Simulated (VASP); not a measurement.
# PbS (Fm-3m) in VASP: a series of runs

PbS is run at these levels: r2SCAN; tasks: single point.

Program: VASP 6.6.1. These are calculated values, not measurements. Logs are shortened: lines on timing, memory, paths and dates and some standing lists are left out, and cuts for length are marked.

## (1) The cell of the first run

The structure is cubic, space group Fm-3m (No. 225). Conventional cell: a = 5.894 Å, b = 5.894 Å, c = 5.894 Å, α = 90.00°, β = 90.00°, γ = 90.00°. Within 3.9 Å of Pb (site symmetry m-3m) lie 6 S at 2.95 Å. S (site symmetry m-3m) has 6 Pb at 2.95 Å within 3.9 Å.

## (2) Single point, r2SCAN (volume scaled by 0.96)

File POSCAR:

```
PbS
1.0
    0.0000000000      2.9468465145      2.9468465145
    2.9468465145      0.0000000000      2.9468465145
    2.9468465145      2.9468465145      0.0000000000
Pb S
1 1
Direct
    0.5000000000      0.5000000000      0.5000000000
    0.0000000000      0.0000000000      0.0000000000
```

File INCAR.step1:

```
ALGO = Normal
EDIFF = 1E-4
ENCUT = 520
GGA = PE
ISMEAR = 0
LASPH = True
LCHARG = False
LREAL = False
LWAVE = True
NBANDS = 17
NELM = 60
PREC = Accurate
SIGMA = 0.05
```

File INCAR.step2:

```
ALGO = Normal
EDIFF = 1E-7
ENCUT = 520
ISIF = 2
ISMEAR = 0
ISTART = 1
LASPH = True
LCHARG = False
LMIXTAU = True
LREAL = False
LWAVE = False
METAGGA = R2SCAN
NBANDS = 17
NELM = 60
PREC = Accurate
SIGMA = 0.05
```

File KPOINTS:

```
k-points
0
Gamma
  8 8 8
```

Potentials or basis: VASP PAW PBE potentials, release 64 (Pb_d, S).

The run is started by

```sh
$ cat potpaw_PBE.64/Pb_d/POTCAR potpaw_PBE.64/S/POTCAR > POTCAR
$ cp INCAR.step1 INCAR
$ mpirun -np 1 vasp_std > vasp.out
$ cp INCAR.step2 INCAR
$ mpirun -np 1 vasp_std > vasp.out
```

OUTCAR:

```text
EDIFF = 1E-7
   ENCUT = 520
   ISIF = 2
   ISMEAR = 0
   ISTART = 1
   LASPH = True
   LREAL = False
   METAGGA = R2SCAN
   NELM = 60
   PREC = Accurate

 ion  position               nearest neighbor table
   1  0.500  0.500  0.500-   2 2.95   2 2.95   2 2.95   2 2.95   2 2.95   2 2.95
   2  0.000  0.000  0.000-   1 2.95   1 2.95   1 2.95   1 2.95   1 2.95   1 2.95

  LATTYP: Found a face centered cubic cell.
 ALAT       =     5.8936930290

  Lattice vectors:

 A1 = (   0.0000000000,   2.9468465145,   2.9468465145)
 A2 = (   2.9468465145,   0.0000000000,   2.9468465145)
 A3 = (   2.9468465145,   2.9468465145,   0.0000000000)

Analysis of symmetry for initial positions (statically):
=====================================================================
 Subroutine PRICEL returns:
 Original cell was already a primitive cell.

 Routine SETGRP: Setting up the symmetry group for a
 face centered cubic supercell.

 Subroutine GETGRP returns: Found 48 space group operations
 (whereof 48 operations were pure point group operations)
 out of a pool of 48 trial point group operations.

The static configuration has the point symmetry O_h .

Analysis of symmetry for dynamics (positions and initial velocities):
=====================================================================
 Subroutine PRICEL returns:
 Original cell was already a primitive cell.

 Routine SETGRP: Setting up the symmetry group for a
 face centered cubic supercell.

 Subroutine GETGRP returns: Found 48 space group operations
 (whereof 48 operations were pure point group operations)
 out of a pool of 48 trial point group operations.

The dynamic configuration has the point symmetry O_h .

 Subroutine INISYM returns: Found 48 space group operations
 (whereof 48 operations are pure point group operations),
 and found     1 'primitive' translations

----------------------------------------------------------------------------------------

                                     Primitive cell

  volume of cell :      51.1803

  direct lattice vectors                    reciprocal lattice vectors
     0.000000000  2.946846514  2.946846514    -0.169672902  0.169672902  0.169672902
     2.946846514  0.000000000  2.946846514     0.169672902 -0.169672902  0.169672902
     2.946846514  2.946846514  0.000000000     0.169672902  0.169672902 -0.169672902

  length of vectors
[... 80 lines left out ...]
   ENCUT  =  520.0 eV  38.22 Ry    6.18 a.u.   7.75  7.75  7.75*2*pi/ulx,y,z
   NELM   =     60;   NELMIN=  2; NELMDL=  0     # of ELM steps
   EDIFF  = 0.1E-06   stopping-criterion for ELM
   LREAL  =      F    real-space projection
   EDIFFG = 0.1E-05   stopping-criterion for IOM
   NSW    =      0    number of steps for IOM
   IBRION =     -1    ionic relax: 0-MD 1-quasi-New 2-CG
   NFREE  =      0    steps in history (QN), initial steepest desc. (CG)
   ISIF   =      2    stress and relaxation
   ISYM   =      2    0-nonsym 1-usesym 2-fastsym
   POTIM  = 0.5000    time-step for ionic-motion
   TEBEG  =    0.0;   TEEND  =   0.0 temperature during run
   PSTRESS=    0.0 pullay stress
   NELECT =      20.0000    total number of electrons
   NUPDOWN=      -1.0000    fix difference up-down
   EMIN   =  10.00;   EMAX   =-10.00  energy-range for DOS
   EFERMI =   0.00;   METHOD = LEGACY
   ISMEAR =     0;   SIGMA  =   0.05  broadening in eV -4-tet -1-fermi 0-gaus
   EFERMI_NEDOS =   21; number of points for ismear=-14 and -15
   IALGO  =     38    algorithm
   IMIX   =      4    mixing-type and parameters
     AMIX     =   0.40;   BMIX     =  1.00
     AMIX_MAG =   1.60;   BMIX_MAG =  1.00
  volume/ion in A,a.u.               =      25.59       172.69
  Fermi-wavevector in a.u.,A,eV,Ry     =   1.196880  2.261775 19.490645  1.432522
  Thomas-Fermi vector in A             =   2.332809
   LORBIT       =      0    0 simple, 1 ext, 2 COOP (PROOUT), +10 PAW based schemes
   METAGGA = R2SCAN    functional components
   LHFCALC =     F    Hartree Fock is set to
   AEXX    =    0.0000 exact exchange contribution
   IVDW    =     0    specifies the selected vdW correction
   LEPSILON=     F    determine dielectric tensor
   LRPA    =     F    only Hartree local field effects (RPA)
 non-spin polarized calculation
 Gauss-broadening in eV      SIGMA  =   0.05
  energy-cutoff  :      520.00
  volume of cell :       51.18
 maximum number of plane-waves:      1411
   NGX = 15   NGY = 15   NGZ = 15

 number of electron      19.9999996 magnetization

 Free energy of the ion-electron system (eV)
  ---------------------------------------------------
  ext. energy  EPLUGINS =         0.00000000
  ---------------------------------------------------
  free energy    TOTEN  =       -65.59498525 eV

  energy without entropy =      -65.59498525  energy(sigma->0) =      -65.59498525

 E-fermi :   6.3010     XC(G=0): -10.3531

 val. band max:        5.9963473721   @ k =   0.5000   0.0000   0.0000
 cond. band min:       6.5407375704   @ k =   0.5000   0.0000   0.0000
 fundamental gap:      0.5443901983
 Fermi energy:         6.3009700779

 k-point     1 :       0.0000    0.0000    0.0000
  band No.  band energies     occupation
      1     -11.5240      2.00000
      2     -11.5240      2.00000
      3     -11.5240      2.00000
      4     -11.5090      2.00000
      5     -11.5090      2.00000
      6      -8.4374      2.00000
[... 457 lines left out ...]
      4     -11.4933      2.00000
      5     -11.4704      2.00000
      6      -6.8794      2.00000
[... 9 lines left out ...]
     16      17.3923      0.00000
     17      17.8033      0.00000

 [... further k-points ...]

------------------------ aborting loop because EDIFF is reached ----------------------------------------

  FORCE on cell =-STRESS in cart. coord.  units (eV):
  Direction    XX          YY          ZZ          XY          YZ          ZX
  --------------------------------------------------------------------------------------
  -------------------------------------------------------------------------------------
  Total        0.8181878      0.8181878      0.8181878      0.0000000      0.0000000      0.0000000
  in kB       25.6130337     25.6130337     25.6130337      0.0000000      0.0000000      0.0000000
  external PRESSURE =      25.6130337 kB  Pullay stress =       0.0000000 kB

 VOLUME and BASIS-vectors are now :
 -----------------------------------------------------------------------------
  energy-cutoff  :      520.00
  volume of cell :       51.18
      direct lattice vectors                 reciprocal lattice vectors
     0.000000000  2.946846514  2.946846514    -0.169672902  0.169672902  0.169672902
     2.946846514  0.000000000  2.946846514     0.169672902 -0.169672902  0.169672902
     2.946846514  2.946846514  0.000000000     0.169672902  0.169672902 -0.169672902

 POSITION                                       TOTAL-FORCE (eV/Angst)
 -----------------------------------------------------------------------------------
      2.94685      2.94685      2.94685         0.000000      0.000000     -0.000000
      0.00000      0.00000      0.00000        -0.000000      0.000000      0.000000
 -----------------------------------------------------------------------------------
    total drift:                                0.000000     -0.000000      0.000000

  FREE ENERGIE OF THE ION-ELECTRON SYSTEM (eV)
  ---------------------------------------------------
  free  energy   TOTEN  =       -65.5949852547 eV

  energy  without entropy=      -65.5949852547  energy(sigma->0) =      -65.59498525
```

OUTCAR.step1:

```text
EDIFF = 1E-4
   ENCUT = 520
   GGA = PE
   ISMEAR = 0
   LASPH = True
[... 700 lines left out ...]
 -----------------------------------------------------------------------------------
      2.94685      2.94685      2.94685         0.000000     -0.000000      0.000000
      0.00000      0.00000      0.00000        -0.000000      0.000000      0.000000
 -----------------------------------------------------------------------------------
    total drift:                                0.000000     -0.000000      0.000000

  FREE ENERGIE OF THE ION-ELECTRON SYSTEM (eV)
  ---------------------------------------------------
  free  energy   TOTEN  =        -8.7384542719 eV

  energy  without entropy=       -8.7384541807  energy(sigma->0) =       -8.73845423
```

Wall time 45 s (1 thread of Intel Xeon 6975P-C (Granite Rapids), shared host); peak memory 0.19 GiB.

What came out:

```
Free energy            : -65.5950 eV
Pressure               : 2.6 GPa
Band gap on the k mesh : 0.54 eV, direct
```

Caveat: the cell differs from its parent crystal (volume scaled by 0.96); the PAW data sets were made with another functional, which shifts forces and pressure a little; spin-orbit coupling is left out, which moves the levels of the heavy elements.

## (3) Single point, r2SCAN

This run uses another cell than the first one, of 26.07 Å³/atom, 1.019 times its volume.

File POSCAR:

```
PbS
1.0
    0.0000000000      2.9650006778      2.9650006778
    2.9650006778      0.0000000000      2.9650006778
    2.9650006778      2.9650006778      0.0000000000
Pb S
1 1
Direct
    0.5000000000      0.5000000000      0.5000000000
    0.0000000000      0.0000000000      0.0000000000
```

File INCAR.step1:

```
PREC = Accurate
ENCUT = 520
ISMEAR = 0
SIGMA = 0.05
LREAL = F
LASPH = T
NELM = 60
NBANDS = 17
GGA = PE
ALGO = Normal
EDIFF = 1E-4
LWAVE = T
LCHARG = F
```

File INCAR.step2:

```
PREC = Accurate
ENCUT = 520
EDIFF = 1E-6
ISMEAR = 0
SIGMA = 0.05
LREAL = F
LASPH = T
NELM = 60
ALGO = Normal
ISIF = 2
LWAVE = F
LCHARG = F
METAGGA = R2SCAN
LMIXTAU = T
NBANDS = 17
ISTART = 1
```

File KPOINTS:

```
regular mesh
0
Gamma
  8 8 8
```

Potentials or basis: VASP PAW PBE potentials, release 64 (Pb_d, S).

The run is started by

```sh
$ cat potpaw_PBE.64/Pb_d/POTCAR potpaw_PBE.64/S/POTCAR > POTCAR
$ cp INCAR.step1 INCAR
$ mpirun -np 1 vasp_std > vasp.out
$ cp INCAR.step2 INCAR
$ mpirun -np 1 vasp_std > vasp.out
```

It took 43 s on 1 thread of Intel Xeon 6975P-C (Granite Rapids), shared host; peak memory 0.19 GiB.

The run converged. Its results:

| Property | Result |
| --- | --- |
| Free energy | -65.6069 eV |
| Pressure | 1.3 GPa |
| Band gap on the k mesh | 0.62 eV, direct |

Levels at points of the mesh, in eV from the valence-band top:
```csv
k point,band 6,band 7,band 8,band 9,band 10,band 11,band 12,band 13,band 14,band 15
"(0.00, 0.00, 0.00)",-14.23,-6.11,-2.35,-2.35,-2.35,5.55,5.55,5.55,7.13,7.13
"(0.50, 0.00, 0.00)",-12.98,-9.13,-1.94,-1.94,0.00,0.62,2.17,2.17,9.16,10.61
"(0.50, 0.50, 0.00)",-12.51,-7.37,-5.40,-3.63,-3.63,4.14,6.00,6.09,6.09,11.69
```

Caveat: the PAW data sets were made with another functional, which shifts forces and pressure a little; spin-orbit coupling is left out, which moves the levels of the heavy elements.

## (4) Single point, r2SCAN (volume scaled by 0.98)

File POSCAR:

```
PbS
1.0
    0.0000000000      2.9671702362      2.9671702362
    2.9671702362      0.0000000000      2.9671702362
    2.9671702362      2.9671702362      0.0000000000
Pb S
1 1
Direct
    0.5000000000      0.5000000000      0.5000000000
    0.0000000000      0.0000000000      0.0000000000
```

File INCAR.step1:

```
  PREC = Accurate
  ENCUT = 520
  ISMEAR = 0
  SIGMA = 0.05
  LREAL = F
  LASPH = T
  NELM = 100
  NBANDS = 17
  GGA = PE
  ALGO = Normal
  EDIFF = 1E-4
  LWAVE = T
  LCHARG = F
```

File INCAR.step2:

```
  PREC = Accurate
  ENCUT = 520
  EDIFF = 1E-7
  ISMEAR = 0
  SIGMA = 0.05
  LREAL = F
  LASPH = T
  NELM = 100
  ALGO = Normal
  ISIF = 2
  LWAVE = F
  LCHARG = T
  METAGGA = R2SCAN
  LMIXTAU = T
  LELF = T
  LVHAR = T
  NBANDS = 17
  ISTART = 1
```

File KPOINTS:

```
Automatic mesh
0
Gamma
  8 8 8
```

The run is started by

```sh
$ cat potpaw_PBE.64/Pb_d/POTCAR potpaw_PBE.64/S/POTCAR > POTCAR
$ cp INCAR.step1 INCAR
$ mpirun -np 1 vasp_std > vasp.out
$ cp INCAR.step2 INCAR
$ mpirun -np 1 vasp_std > vasp.out
```

It took 48 s on 1 thread of Intel Xeon 6975P-C (Granite Rapids), shared host; peak memory 0.19 GiB.

Results (log left out):

* Free energy: -65.6079 eV
* Pressure: 1.2 GPa
* Band gap on the k mesh: 0.63 eV, direct

Levels at points of the mesh, in eV from the valence-band top:
```
           k point  band 6  band 7  band 8  band 9  band 10  band 11  band 12  band 13  band 14  band 15
(0.00, 0.00, 0.00)  -14.21   -6.11   -2.33   -2.33    -2.33     5.55     5.55     5.55     7.13     7.13
(0.50, 0.00, 0.00)  -12.96   -9.11   -1.93   -1.93     0.00     0.63     2.18     2.18     9.16    10.62
(0.50, 0.50, 0.00)  -12.49   -7.37   -5.38   -3.61    -3.61     4.15     6.00     6.08     6.08    11.69
```

Caveat: the cell differs from its parent crystal (volume scaled by 0.98); the PAW data sets were made with another functional, which shifts forces and pressure a little; spin-orbit coupling is left out, which moves the levels of the heavy elements.

## (5) Summary

```csv
cell,gap on the mesh (eV),pressure (GPa)
"a = 4.167 Å, angles 60.0°, 2 atoms",0.54,2.6
"a = 4.193 Å, angles 60.0°, 2 atoms",0.62,1.3
"a = 4.196 Å, angles 60.0°, 2 atoms",0.63,1.2
```

Alike in all rows: task single point; level r2SCAN; potentials or basis VASP PAW PBE potentials, release 64 (Pb_d, S); no spin polarisation; k mesh 8 × 8 × 8; cutoff (eV) 520; smearing gaussian 0.05 eV.

Caveats: the PAW data sets were made with another functional, which shifts forces and pressure a little; spin-orbit coupling is left out, which moves the levels of the heavy elements.

Total energies depend on the potentials used, so only differences within one code and one set of settings carry meaning.
